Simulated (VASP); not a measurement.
# InSb (Fm-3m) in VASP: a series of runs, part 2 of 2

VASP 6.6.1. Earlier steps stand in the parts before.

## (3) Single point, revPBE

Input file INCAR:

```
PREC = Accurate ; ENCUT = 500
EDIFF = 1E-6 ; ISMEAR = 0
SIGMA = 0.1 ; LREAL = F
LASPH = T ; NELM = 120
ALGO = Normal ; ISIF = 2
LWAVE = F ; LCHARG = F
GGA = RE ; NBANDS = 16
GGA_COMPAT = F
```

Input file KPOINTS:

```
regular mesh
0
Gamma
  4 4 4
```

Input file POSCAR:

```
InSb
1.0
    0.0000000000      3.0735130000      3.0735130000
    3.0735130000      0.0000000000      3.0735130000
    3.0735130000      3.0735130000      0.0000000000
In Sb
1 1
Direct
    0.0000000000      0.0000000000      0.0000000000
    0.5000000000      0.5000000000      0.5000000000
```

Potentials or basis: VASP PAW PBE potentials, release 64 (In_d, Sb).

On the command line:

```bash
$ cat potpaw_PBE.64/In_d/POTCAR potpaw_PBE.64/Sb/POTCAR > POTCAR
$ mpirun -np 1 vasp_std > vasp.out
```

Run time: 4.9 s. Hardware: 1 thread of Intel Xeon Platinum 8488C (Sapphire Rapids), shared host; peak memory 0.17 GiB.

The run converged. Its results:

* Free energy: -5.7198 eV
* Pressure: 2.9 GPa
* Band gap on the k mesh: zero (band 9 reaches 6.95 eV, above the bottom of band 10 at 4.56 eV)

Levels at points of the mesh, in eV from the Fermi level:
```csv
k point,band 6,band 7,band 8,band 9,band 10,band 11,band 12,band 13
"(0.00, 0.00, 0.00)",-10.90,-0.44,-0.06,-0.06,-0.06,6.08,6.08,6.08
"(0.50, 0.00, 0.00)",-9.17,-6.30,0.29,0.29,2.21,2.52,2.52,3.26
"(0.50, 0.50, 0.00)",-8.48,-4.37,-3.24,-2.09,-2.09,3.26,8.23,8.23
```

Caveat: the k points lie up to 0.44 Å⁻¹ apart; the PAW data sets were made with another functional, which shifts forces and pressure a little; spin-orbit coupling is left out, which moves the levels of the heavy elements.

## (4) Single point, PBE+D3(BJ)

Input file INCAR:

```
  PREC = Accurate
  ENCUT = 500
  EDIFF = 1E-6
  ISMEAR = 0
  SIGMA = 0.0037
  LREAL = False
  LASPH = True
  NELM = 120
  ALGO = Normal
  ISIF = 2
  LWAVE = False
  LCHARG = False
  GGA = PE
  IVDW = 12
  NBANDS = 16
  GGA_COMPAT = False
```

KPOINTS is that of step 3.

POSCAR is that of step 3.

Potentials or basis: VASP PAW PBE potentials, release 64 (In_d, Sb).

On the command line:

```bash
$ cat potpaw_PBE.64/In_d/POTCAR potpaw_PBE.64/Sb/POTCAR > POTCAR
$ mpirun -np 1 vasp_std > vasp.out
```

OUTCAR:

```text
PREC = Accurate
   ENCUT = 500
   EDIFF = 1E-6
   ISMEAR = 0
   LREAL = False
   LASPH = True
   NELM = 120
   ISIF = 2
   GGA = PE
   IVDW = 12
 IVDW          = 12

 ion  position               nearest neighbor table
   1  0.000  0.000  0.000-   2 3.07   2 3.07   2 3.07   2 3.07   2 3.07   2 3.07
   2  0.500  0.500  0.500-   1 3.07   1 3.07   1 3.07   1 3.07   1 3.07   1 3.07

  LATTYP: Found a face centered cubic cell.
 ALAT       =     6.1470260000

  Lattice vectors:

 A1 = (   0.0000000000,   3.0735130000,   3.0735130000)
 A2 = (   3.0735130000,   0.0000000000,   3.0735130000)
 A3 = (   3.0735130000,   3.0735130000,   0.0000000000)
[... 318 lines left out ...]

 Edisp (eV)   -0.78893

 E8    (eV) :    -0.3809

  FORCE on cell =-STRESS in cart. coord.  units (eV):
  Direction    XX          YY          ZZ          XY          YZ          ZX
  --------------------------------------------------------------------------------------
  -------------------------------------------------------------------------------------
  Total      -0.14051    -0.14051    -0.14051    -0.00000    -0.00000    -0.00000
  in kB      -3.87686    -3.87686    -3.87686    -0.00000    -0.00000    -0.00000
  external pressure =       -3.88 kB  Pullay stress =        0.00 kB

 VOLUME and BASIS-vectors are now :
 -----------------------------------------------------------------------------
  energy-cutoff  :      500.00
  volume of cell :       58.07
      direct lattice vectors                 reciprocal lattice vectors
     0.000000000  3.073513000  3.073513000    -0.162680295  0.162680295  0.162680295
     3.073513000  0.000000000  3.073513000     0.162680295 -0.162680295  0.162680295
     3.073513000  3.073513000  0.000000000     0.162680295  0.162680295 -0.162680295

 POSITION                                       TOTAL-FORCE (eV/Angst)
 -----------------------------------------------------------------------------------
      0.00000      0.00000      0.00000         0.000000     -0.000000     -0.000000
      3.07351      3.07351      3.07351        -0.000000      0.000000      0.000000
 -----------------------------------------------------------------------------------
    total drift:                                0.000000     -0.000000     -0.000000

  FREE ENERGIE OF THE ION-ELECTRON SYSTEM (eV)
  ---------------------------------------------------
  free  energy   TOTEN  =        -7.1250185492 eV

  energy  without entropy=       -7.1246618176  energy(sigma->0) =       -7.12484018
```

OSZICAR:

```text
N       E                     dE             d eps       ncg     rms          rms(c)
DAV:   1     0.108470696541E+03    0.10847E+03   -0.78284E+03   256   0.117E+03
DAV:   2     0.543747038630E+00   -0.10793E+03   -0.10433E+03   288   0.279E+02
DAV:   3    -0.618531891866E+01   -0.67291E+01   -0.66867E+01   336   0.699E+01
DAV:   4    -0.634803201629E+01   -0.16271E+00   -0.16269E+00   328   0.119E+01
DAV:   5    -0.635543674383E+01   -0.74047E-02   -0.74046E-02   360   0.208E+00    0.313E+00
DAV:   6    -0.633584215228E+01    0.19595E-01   -0.49563E-02   328   0.376E+00    0.177E+00
DAV:   7    -0.633588472038E+01   -0.42568E-04   -0.16997E-02   376   0.183E+00    0.323E-01
DAV:   8    -0.633600492731E+01   -0.12021E-03   -0.18099E-03   320   0.611E-01    0.942E-02
DAV:   9    -0.633609287348E+01   -0.87946E-04   -0.13720E-04   352   0.927E-02    0.382E-02
DAV:  10    -0.633609268821E+01    0.18526E-06   -0.53815E-06   328   0.201E-02
   1 F= -.71250185E+01 E0= -.71248402E+01  d E =-.356732E-03
```

Run time: 4.5 s. Hardware: 1 thread of Intel Xeon Platinum 8488C (Sapphire Rapids), shared host; peak memory 0.17 GiB.

Results:

```
Free energy                : -7.1250 eV
Pressure                   : -0.4 GPa
Band gap on the k mesh     : zero (band 9 reaches 6.85 eV, above the bottom of band 10 at 4.47 eV)
Dispersion energy per atom : -0.394 eV
```

Caveat: the k points lie up to 0.44 Å⁻¹ apart; spin-orbit coupling is left out, which moves the levels of the heavy elements; pairwise dispersion overbinds metals, which lowers pressure and volume.
